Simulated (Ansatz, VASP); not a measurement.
# TePb in VASP and in Ansatz

```
Pb Te
1.0
     0.00000    3.26784    3.26784
     3.26784    0.00000    3.26784
     3.26784    3.26784    0.00000
Pb Te
1 1
Cartesian
  0.0000 0.0000 0.0000
  3.2678 3.2678 3.2678
```

Alike in both runs: task single point; functional PBE; k mesh 8 × 8 × 8; occupations fermi-dirac, width 0.02 eV; no spin polarisation.

|  | VASP | Ansatz |
| --- | --- | --- |
| version | VASP 6.6.1 | Ansatz 0.2.0 |
| potentials or method | VASP PAW PBE potentials, release 64 (Pb_d, Te) | plane waves, PAW |
| plane-wave cutoff (eV) | 520 | 420 |
| valence electrons in the cell | 20 | 30 |

|  | VASP | Ansatz | Ansatz less VASP |
| --- | --- | --- | --- |
| gap on the k mesh at the Fermi level (eV) | 0.80 | 0.80 | -0.004 |
| pressure (GPa) | 0.6 | 0.6 | +0.06 |

VASP's potentials hold 20 valence electrons a cell and Ansatz's 30, so a difference there can come from the potentials and not from the codes.

Spin-orbit coupling is off throughout.
